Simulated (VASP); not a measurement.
Write the native input for VASP 6.6.1 that does the following.

| Property | Result |
| --- | --- |
| Task | relaxation of cell and atoms |
| Functional | LDA |
| Potentials or basis | VASP PAW LDA potentials, release 64 (Tc_pv, Ta_pv) |
| Cutoff | 600 eV |
| k mesh | 6 × 6 × 6 |
| Occupations | fermi-dirac, width 0.1 eV |
| Spin | no spin polarisation |
| Dipole correction | no |
| Further INCAR settings | ALGO = Normal; EDIFF = 1e-06; IBRION = 2; EDIFFG = -0.01; NSW = 50; ISIF = 3 |

The structure of TaTc lies in POSCAR:

```
TaTc
1.0
    4.0050000000      0.0000000000      0.0000000000
    0.0000000000      4.0050000000      0.0000000000
    0.0000000000      0.0000000000      4.0050000000
Tc Ta
2 2
Direct
    0.0000000000      0.0000000000      0.0000000000
    0.0000000000      0.5000000000      0.5000000000
    0.5000000000      0.0000000000      0.5000000000
    0.5000000000      0.5000000000      0.0000000000
```

These files were run (other wordings do the same):

INCAR

```
SYSTEM = TaTc
  PREC = Accurate
  ENCUT = 600
  EDIFF = 1E-6
  ISMEAR = -1
  SIGMA = 0.1
  LREAL = .FALSE.
  LASPH = .TRUE.
  NELM = 60
  ALGO = Normal
  ISIF = 3
  LWAVE = .FALSE.
  LCHARG = .FALSE.
  GGA = CA
  IBRION = 2
  NSW = 50
  EDIFFG = -0.01
```

KPOINTS

```
Automatic mesh
0
G
  6 6 6
  0 0 0
```

Potentials or basis: VASP PAW LDA potentials, release 64 (Tc_pv, Ta_pv).

Command:

```console
$ cat potpaw_LDA.64/Tc_pv/POTCAR potpaw_LDA.64/Ta_pv/POTCAR > POTCAR
$ mpirun -np 1 vasp_std > vasp.out
```

It gave:

* Relaxed volume: 15.40 Å³/atom
* Relaxed cell: a = 3.134 Å, b = 4.434 Å, c = 4.434 Å, α = 90.00°, β = 90.00°, γ = 90.00°
* Space group after relaxing (to 0.05 Å): Pm-3m (No. 221)
* Energy gained by relaxing: 594.2 meV/atom
* Ionic steps: 17
* Pressure after relaxing: 0.0 GPa
* Band gap on the k mesh: zero (band 24 reaches 11.13 eV, above the bottom of band 25 at 9.04 eV)

Caveat: spin-orbit coupling is left out, which moves the levels of the heavy elements.

It took 11 min on 1 thread of Intel(R) Xeon(R) Platinum 8375C CPU @ 2.90GHz (Ice Lake), with other jobs on the host, peak memory 0.23 GiB.
